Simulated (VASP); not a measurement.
# Fe (Im-3m) in VASP: further runs

Runs on Fe. Level: r2SCAN. Tasks: single point.

All numbers are computed with VASP 6.6.1; they aren't measurements. Logs are shortened: lines on timing, memory, paths and dates and some standing lists are left out, and cuts for length are marked.

## (1) The cell of the first run

It takes space group Im-3m (No. 229, cubic). Conventional cell: a = 2.940 Å, b = 2.940 Å, c = 2.940 Å, α = 90.00°, β = 90.00°, γ = 90.00°. Fe (site symmetry m-3m) has 14 Fe at 2.55 to 2.94 Å within 3.4 Å.

## (2) Single point, r2SCAN, collinear spin, ferromagnetic start

The input, POSCAR:

```
Fe
1.0
   -1.4700000000      1.4700000000      1.4700000000
    1.4700000000     -1.4700000000      1.4700000000
    1.4700000000      1.4700000000     -1.4700000000
Fe
1
Direct
    0.0000000000      0.0000000000      0.0000000000
```

The input, INCAR.step1:

```
SYSTEM = Fe
ALGO = Normal
EDIFF = 1E-4
ENCUT = 520
GGA = PE
ISMEAR = -1
ISPIN = 2
LASPH = .True.
LCHARG = .False.
LMAXMIX = 4
LREAL = .False.
LWAVE = .True.
MAGMOM = 4
NBANDS = 14
NELM = 150
PREC = Accurate
SIGMA = 0.05
```

The input, INCAR.step2:

```
SYSTEM = Fe
ALGO = Normal
EDIFF = 1E-6
ENCUT = 520
ISIF = 2
ISMEAR = -1
ISPIN = 2
ISTART = 1
LASPH = .True.
LCHARG = .True.
LELF = .True.
LMAXMIX = 4
LMIXTAU = .True.
LORBIT = 11
LREAL = .False.
LVHAR = .True.
LWAVE = .False.
MAGMOM = 4
METAGGA = R2SCAN
NBANDS = 14
NELM = 150
PREC = Accurate
SIGMA = 0.05
```

The input, KPOINTS:

```
k-points
0
Gamma
  14 14 14
  0 0 0
```

Potentials or basis: VASP PAW PBE potentials, release 64 (Fe).

Command:

```sh
$ cat potpaw_PBE.64/Fe/POTCAR > POTCAR
$ cp INCAR.step1 INCAR
$ mpirun -np 1 vasp_std > vasp.out
$ cp INCAR.step2 INCAR
$ mpirun -np 1 vasp_std > vasp.out
```

OUTCAR:

```text
SYSTEM = Fe
   EDIFF = 1E-6
   ENCUT = 520
   ISIF = 2
   ISMEAR = -1
   ISPIN = 2
   ISTART = 1
   LASPH = .True.
   LORBIT = 11
   LREAL = .False.
   METAGGA = R2SCAN
   NELM = 150
   PREC = Accurate

 ion  position               nearest neighbor table
   1  0.000  0.000  0.000-

  LATTYP: Found a body centered cubic cell.
 ALAT       =     2.9400000000

  Lattice vectors:

 A1 = (  -1.4700000000,   1.4700000000,   1.4700000000)
 A2 = (   1.4700000000,  -1.4700000000,   1.4700000000)
 A3 = (   1.4700000000,   1.4700000000,  -1.4700000000)

Analysis of symmetry for initial positions (statically):
=====================================================================
 Subroutine PRICEL returns:
 Original cell was already a primitive cell.

 Routine SETGRP: Setting up the symmetry group for a
 body centered cubic supercell.

 Subroutine GETGRP returns: Found 48 space group operations
 (whereof 48 operations were pure point group operations)
 out of a pool of 48 trial point group operations.

The static configuration has the point symmetry O_h .

Analysis of symmetry for dynamics (positions and initial velocities):
=====================================================================
 Subroutine PRICEL returns:
 Original cell was already a primitive cell.

 Routine SETGRP: Setting up the symmetry group for a
 body centered cubic supercell.

 Subroutine GETGRP returns: Found 48 space group operations
 (whereof 48 operations were pure point group operations)
 out of a pool of 48 trial point group operations.

The dynamic configuration has the point symmetry O_h .

Analysis of structural, dynamic, and magnetic symmetry:
=====================================================================
 Subroutine PRICEL returns:
 Original cell was already a primitive cell.

 Routine SETGRP: Setting up the symmetry group for a
 body centered cubic supercell.

 Subroutine GETGRP returns: Found 48 space group operations
 (whereof 48 operations were pure point group operations)
 out of a pool of 48 trial point group operations.

The overall configuration has the point symmetry O_h .

 Subroutine INISYM returns: Found 48 space group operations
 (whereof 48 operations are pure point group operations),
 and found     1 'primitive' translations

----------------------------------------------------------------------------------------

                                     Primitive cell

  volume of cell :      12.7061

  direct lattice vectors                    reciprocal lattice vectors
    -1.470000000  1.470000000  1.470000000     0.000000000  0.340136054  0.340136054
     1.470000000 -1.470000000  1.470000000     0.340136054  0.000000000  0.340136054
     1.470000000  1.470000000 -1.470000000     0.340136054  0.340136054  0.000000000

  length of vectors
     2.546114687  2.546114687  2.546114687     0.481025021  0.481025021  0.481025021

  position of ions in fractional coordinates (direct lattice)
     0.000000000  0.000000000  0.000000000

  ion indices of the primitive-cell ions
   primitive index   ion index
                 1           1

----------------------------------------------------------------------------------------

 KPOINTS: k-points

Automatic generation of k-mesh.
 Grid dimensions read from file:
 generate k-points for:   14   14   14

 Generating k-lattice:

  Cartesian coordinates                     Fractional coordinates (reciprocal lattice)
     0.000000000  0.024295432  0.024295432     0.071428571  0.000000000  0.000000000
     0.024295432  0.000000000  0.024295432     0.000000000  0.071428571  0.000000000
     0.024295432  0.024295432  0.000000000     0.000000000  0.000000000  0.071428571

  Length of vectors
     0.034358930  0.034358930  0.034358930

  Shift w.r.t. Gamma in fractional coordinates (k-lattice)
     0.000000000  0.000000000  0.000000000

 Subroutine IBZKPT returns following result:
 ===========================================

 Found    104 irreducible k-points:

 Following reciprocal coordinates:
            Coordinates               Weight
  0.000000  0.000000  0.000000      1.000000
  0.071429  0.000000  0.000000     12.000000
  0.142857  0.000000  0.000000     12.000000
  0.214286  0.000000  0.000000     12.000000
  0.285714  0.000000  0.000000     12.000000
  0.357143  0.000000  0.000000     12.000000
[... 16 lines left out ...]
  0.285714  0.285714  0.000000     24.000000
  0.357143  0.285714 -0.000000     24.000000
 [... further k-points ...]
   k-points           NKPTS =    104   k-points in BZ     NKDIM =    104   number of bands    NBANDS=     14
   number of dos      NEDOS =    301   number of ions     NIONS =      1
   total plane-waves  NPLWV =   8000
   dimension x,y,z NGX =    20 NGY =   20 NGZ =   20
   dimension x,y,z NGXF=    40 NGYF=   40 NGZF=   40
   ions per type =               1
   NGX,Y,Z   is equivalent  to a cutoff of  13.06, 13.06, 13.06 a.u.
   NGXF,Y,Z  is equivalent  to a cutoff of  26.12, 26.12, 26.12 a.u.
 SYSTEM =  Fe
   PREC   = accura    normal or accurate (medium, high low for compatibility)
   ISTART =      1    job   : 0-new  1-cont  2-samecut
   ICHARG =      0    charge: 1-file 2-atom 10-const
   ISPIN  =      2    spin polarized calculation?
   LNONCOLLINEAR =      F non collinear calculations
   LSORBIT =      F    spin-orbit coupling
   LASPH  =      T    aspherical Exc in radial PAW
   ENCUT  =  520.0 eV  38.22 Ry    6.18 a.u.   4.73  4.73  4.73*2*pi/ulx,y,z
   NELM   =    150;   NELMIN=  2; NELMDL=  0     # of ELM steps
   EDIFF  = 0.1E-05   stopping-criterion for ELM
   LREAL  =      F    real-space projection
   EDIFFG = 0.1E-04   stopping-criterion for IOM
   NSW    =      0    number of steps for IOM
   IBRION =     -1    ionic relax: 0-MD 1-quasi-New 2-CG
   NFREE  =      0    steps in history (QN), initial steepest desc. (CG)
   ISIF   =      2    stress and relaxation
   ISYM   =      2    0-nonsym 1-usesym 2-fastsym
   POTIM  = 0.5000    time-step for ionic-motion
   TEBEG  =    0.0;   TEEND  =   0.0 temperature during run
   PSTRESS=    0.0 pullay stress
   NELECT =       8.0000    total number of electrons
   NUPDOWN=      -1.0000    fix difference up-down
   EMIN   =  10.00;   EMAX   =-10.00  energy-range for DOS
   EFERMI =   0.00;   METHOD = LEGACY
   ISMEAR =    -1;   SIGMA  =   0.05  broadening in eV -4-tet -1-fermi 0-gaus
   EFERMI_NEDOS =   21; number of points for ismear=-14 and -15
   IALGO  =     38    algorithm
   IMIX   =      4    mixing-type and parameters
     AMIX     =   0.40;   BMIX     =  1.00
     AMIX_MAG =   1.60;   BMIX_MAG =  1.00
  volume/ion in A,a.u.               =      12.71        85.74
  Fermi-wavevector in a.u.,A,eV,Ry     =   1.403139  2.651549 26.787154  1.968800
  Thomas-Fermi vector in A             =   2.525831
   LORBIT       =     11    0 simple, 1 ext, 2 COOP (PROOUT), +10 PAW based schemes
   METAGGA = R2SCAN    functional components
   LHFCALC =     F    Hartree Fock is set to
   AEXX    =    0.0000 exact exchange contribution
   IVDW    =     0    specifies the selected vdW correction
   LEPSILON=     F    determine dielectric tensor
   LRPA    =     F    only Hartree local field effects (RPA)
 spin polarized calculation
  energy-cutoff  :      520.00
  volume of cell :       12.71
 maximum number of plane-waves:       370
   NGX =  9   NGY =  9   NGZ =  9

 number of electron       8.0000002 magnetization       2.7472447

 Free energy of the ion-electron system (eV)
  ---------------------------------------------------
  ext. energy  EPLUGINS =         0.00000000
  ---------------------------------------------------
  free energy    TOTEN  =       -14.32551880 eV

  energy without entropy =      -14.31955481  energy(sigma->0) =      -14.32253680

 E-fermi :   4.9047     XC(G=0): -13.5473

 val. band max:        4.8874180004   @ k =  -0.2143   0.2857   0.1429
 cond. band min:       4.9142770808   @ k =   0.1429   0.0714   0.0000
 fundamental gap:      0.0268590804
 Fermi energy:         4.9046757180

 spin component 1

 k-point     1 :       0.0000    0.0000    0.0000
  band No.  band energies     occupation
      1      -3.2962      1.00000
      2       1.7358      1.00000
      3       1.7359      1.00000
      4       1.7359      1.00000
      5       2.8009      1.00000
      6       2.8009      1.00000
      7      29.6175      0.00000
      8      29.6176      0.00000
      9      29.6176      0.00000
     10      33.9858      0.00000
     11      33.9858      0.00000
     12      35.2631      0.00000
     13      35.2632      0.00000
     14      35.2633      0.00000
[... 375 lines left out ...]
 k-point    24 :       0.3571    0.2857   -0.0000
  band No.  band energies     occupation
      1       0.6283      1.00000
      2       1.1108      1.00000
      3       1.4711      1.00000
      4       2.9421      1.00000
      5       3.1099      1.00000
      6       9.7736      0.00000
      7      11.4371      0.00000
      8      13.7526      0.00000
      9      22.8700      0.00000
     10      31.6019      0.00000
     11      33.1622      0.00000
     12      38.9691      0.00000
     13      42.6827      0.00000
     14      46.6230      0.00000

 [... further k-points ...]

 spin component 2

 k-point     1 :       0.0000    0.0000    0.0000
  band No.  band energies     occupation
      1      -3.9316      1.00000
      2       5.3088      0.00031
      3       5.3088      0.00031
      4       5.3088      0.00031
      5       7.3297      0.00000
      6       7.3297      0.00000
      7      29.2585      0.00000
      8      29.2585      0.00000
      9      29.2585      0.00000
     10      34.5834      0.00000
     11      34.5834      0.00000
     12      37.0181      0.00000
     13      37.0181      0.00000
     14      37.0183      0.00000
[... 375 lines left out ...]
 k-point    24 :       0.3571    0.2857   -0.0000
  band No.  band energies     occupation
      1       3.1351      1.00000
      2       3.6545      1.00000
      3       3.7161      1.00000
      4       7.2346      0.00000
      5       7.4243      0.00000
      6      11.4220      0.00000
      7      13.0951      0.00000
      8      15.2291      0.00000
      9      23.9276      0.00000
     10      32.1356      0.00000
     11      33.7091      0.00000
     12      41.1491      0.00000
     13      44.2357      0.00000
     14      48.2117      0.00000

 [... further k-points ...]
[... 5 lines left out ...]
  --------------------------------------------------------------------------------------
  -------------------------------------------------------------------------------------
  Total       -0.8801664     -0.8801664     -0.8801664     -0.0000000     -0.0000000      0.0000000
  in kB     -110.9847653   -110.9847653   -110.9847653     -0.0000000     -0.0000000      0.0000000
  external PRESSURE =    -110.9847653 kB  Pullay stress =       0.0000000 kB

 VOLUME and BASIS-vectors are now :
 -----------------------------------------------------------------------------
  energy-cutoff  :      520.00
  volume of cell :       12.71
      direct lattice vectors                 reciprocal lattice vectors
    -1.470000000  1.470000000  1.470000000     0.000000000  0.340136054  0.340136054
     1.470000000 -1.470000000  1.470000000     0.340136054  0.000000000  0.340136054
     1.470000000  1.470000000 -1.470000000     0.340136054  0.340136054  0.000000000

 POSITION                                       TOTAL-FORCE (eV/Angst)
 -----------------------------------------------------------------------------------
      0.00000      0.00000      0.00000         0.000000      0.000000      0.000000
 -----------------------------------------------------------------------------------
    total drift:                               -0.000000     -0.000000      0.000000

  FREE ENERGIE OF THE ION-ELECTRON SYSTEM (eV)
  ---------------------------------------------------
  free  energy   TOTEN  =       -14.3255187961 eV

  energy  without entropy=      -14.3195548083  energy(sigma->0) =      -14.32253680

 total charge

# of ion       s       p       d       tot
------------------------------------------
    1        0.451   0.493   6.110   7.054

 magnetization (x)

# of ion       s       p       d       tot
------------------------------------------
    1       -0.009  -0.111   2.960   2.840
```

Run time: 2.5 min. Hardware: 1 thread of AMD EPYC 9R45 (Zen 5), shared host; peak memory 0.11 GiB.

Results:

```yaml
Free_energy: -14.3255 eV
Pressure: -11.1 GPa
Net_moment: 2.75 μB per cell
Site_moments: Fe +2.84 μB
Valence_electrons_inside_the_program's_atomic_spheres: Fe 7.05
```

Caveat: the PAW data sets were made with another functional, which shifts forces and pressure a little.

## (3) Single point, r2SCAN, collinear spin, ferromagnetic start

POSCAR is that of step 2.

The input, INCAR.step1:

```
PREC = Accurate ; ENCUT = 520
ISMEAR = -1 ; SIGMA = 5E-4
LREAL = False ; LASPH = True
NELM = 150 ; ISPIN = 2
MAGMOM = 4 ; LMAXMIX = 4
NBANDS = 14 ; GGA = PE
ALGO = Normal ; EDIFF = 1E-4
LWAVE = True ; LCHARG = False
```

The input, INCAR.step2:

```
PREC = Accurate ; ENCUT = 520
EDIFF = 1E-6 ; ISMEAR = -1
SIGMA = 5E-4 ; LREAL = False
LASPH = True ; NELM = 150
ALGO = Normal ; ISIF = 2
LWAVE = False ; LCHARG = True
ISPIN = 2 ; MAGMOM = 4
LORBIT = 11 ; LMAXMIX = 4
METAGGA = R2SCAN ; LMIXTAU = True
LELF = True ; LVHAR = True
NBANDS = 14 ; ISTART = 1
```

The input, KPOINTS:

```
regular mesh
0
Gamma
  14 14 14
```

Potentials or basis: VASP PAW PBE potentials, release 64 (Fe).

Command:

```sh
$ cat potpaw_PBE.64/Fe/POTCAR > POTCAR
$ cp INCAR.step1 INCAR
$ mpirun -np 1 vasp_std > vasp.out
$ cp INCAR.step2 INCAR
$ mpirun -np 1 vasp_std > vasp.out
```

It took 2.6 min on 1 thread of AMD EPYC 9R45 (Zen 5), shared host; peak memory 0.12 GiB.

It converged, with:

- Free energy: -14.3227 eV
- Pressure: -11.3 GPa
- Net moment: 2.74 μB per cell
- Site moments: Fe +2.84 μB
- Valence electrons inside the program's atomic spheres: Fe 7.05

Levels at points of the mesh, in eV from the Fermi level:
Spin up:
```tsv
k point	band 3	band 4	band 5	band 6	band 7	band 8
(0.00, 0.00, 0.00)	-3.18	-3.18	-2.11	-2.11	24.71	24.71
(0.50, 0.00, 0.00)	-2.08	-1.98	-0.95	0.44	6.03	17.95
(0.50, 0.50, 0.50)	-1.17	-1.17	-1.17	9.25	9.25	9.25
```
Spin down:
```tsv
k point	band 1	band 2	band 3	band 4	band 5	band 6	band 7
(0.00, 0.00, 0.00)	-8.85	0.40	0.40	0.40	2.41	2.41	24.34
(0.50, 0.00, 0.00)	-3.25	-0.89	-0.17	2.24	2.67	3.15	8.36
(0.50, 0.50, 0.50)	-2.36	-2.36	2.87	2.87	2.87	9.59	9.59
```

Caveat: the PAW data sets were made with another functional, which shifts forces and pressure a little.

## (4) Single point, r2SCAN, collinear spin, ferromagnetic start

POSCAR is that of step 3.

The input, INCAR.step1:

```
PREC = Accurate
ENCUT = 520
ISMEAR = -1
SIGMA = 0.05
LREAL = False
LASPH = True
NELM = 150
ISPIN = 2
MAGMOM = 4
LMAXMIX = 4
NBANDS = 14
GGA = PE
ALGO = Normal
EDIFF = 1E-4
LWAVE = True
LCHARG = False
```

The input, INCAR.step2:

```
PREC = Accurate
ENCUT = 520
EDIFF = 1E-7
ISMEAR = -1
SIGMA = 0.05
LREAL = False
LASPH = True
NELM = 150
ALGO = Normal
ISIF = 2
LWAVE = False
LCHARG = False
ISPIN = 2
MAGMOM = 4
LORBIT = 11
LMAXMIX = 4
METAGGA = R2SCAN
LMIXTAU = True
NBANDS = 14
ISTART = 1
```

The input, KPOINTS:

```
Automatic mesh
0
Gamma
  14 14 14
```

Command:

```sh
$ cat potpaw_PBE.64/Fe/POTCAR > POTCAR
$ cp INCAR.step1 INCAR
$ mpirun -np 1 vasp_std > vasp.out
$ cp INCAR.step2 INCAR
$ mpirun -np 1 vasp_std > vasp.out
```

It took 2.8 min on 1 thread of AMD EPYC 9R45 (Zen 5), shared host; peak memory 0.12 GiB.

It converged, with:

- Free energy: -14.3255 eV
- Pressure: -11.1 GPa
- Net moment: 2.75 μB per cell
- Site moments: Fe +2.84 μB
- Valence electrons inside the program's atomic spheres: Fe 7.05

Levels at points of the mesh, in eV from the Fermi level:
Spin up:
```csv
k point,band 3,band 4,band 5,band 6,band 7,band 8
"(0.00, 0.00, 0.00)",-3.17,-3.17,-2.10,-2.10,24.71,24.71
"(0.50, 0.00, 0.00)",-2.07,-1.97,-0.94,0.44,6.04,17.96
"(0.50, 0.50, 0.50)",-1.16,-1.16,-1.16,9.26,9.26,9.26
```
Spin down:
| k point | band 1 | band 2 | band 3 | band 4 | band 5 | band 6 | band 7 |
| --- | --- | --- | --- | --- | --- | --- | --- |
| (0.00, 0.00, 0.00) | -8.84 | 0.40 | 0.40 | 0.40 | 2.43 | 2.43 | 24.35 |
| (0.50, 0.00, 0.00) | -3.24 | -0.88 | -0.16 | 2.26 | 2.68 | 3.15 | 8.37 |
| (0.50, 0.50, 0.50) | -2.34 | -2.34 | 2.88 | 2.88 | 2.88 | 9.61 | 9.61 |

Caveat: the PAW data sets were made with another functional, which shifts forces and pressure a little.
